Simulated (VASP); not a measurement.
Runs of VASP 6.6.1 on Al3GaN4. The structure is that of space group Pm (No. 6), or close to it. The cells are those of the table. 

```tsv
cell	gap on the mesh (eV)	pressure (GPa)	largest force (eV/Å)
a = 5.043, b = 3.130, c = 11.399 Å, angles 90.0, 71.9, 90.0°, 16 atoms	(a)	9.0	8.96
a = 5.043, b = 3.130, c = 11.252 Å, angles 90.0, 74.4, 90.0°, 16 atoms	0.98	14.4	13.63
a = 5.043, b = 3.130, c = 10.883 Å, angles 90.0, 84.6, 90.0°, 16 atoms	0.16	3.6	6.67
a = 5.043, b = 3.130, c = 11.565 Å, angles 90.0, 69.5, 90.0°, 16 atoms	0.13	3.5	6.35
a = 5.043, b = 3.130, c = 11.023 Å, angles 90.0, 79.4, 90.0°, 16 atoms	(b)	15.0	13.36
```

Alike in all rows: task single point; level PBEsol; potentials or basis VASP PAW PBE potentials, release 64 (Al, Ga_d, N); no spin polarisation; k mesh 5 × 7 × 2; cutoff (eV) 520; smearing gaussian 0.05 eV.

**Question.** Estimate the missing entries.

**Answer.** (a) 0.02; (b) 0.46.

Caveats: the PAW data sets were made with another functional, which shifts forces and pressure a little; semilocal functionals underestimate gaps, and a narrow one can read as zero (at least some runs); the stress differs along the axes, from 6 to 13 GPa (at least some runs); the stress differs along the axes, from 7 to 25 GPa (at least some runs); the stress differs along the axes, from 0 to 9 GPa (at least some runs); the stress differs along the axes, from 1 to 8 GPa (at least some runs); the stress differs along the axes, from 6 to 28 GPa (at least some runs).

A k mesh can miss the band edges, and the runs leave out spin-orbit coupling on Ga.
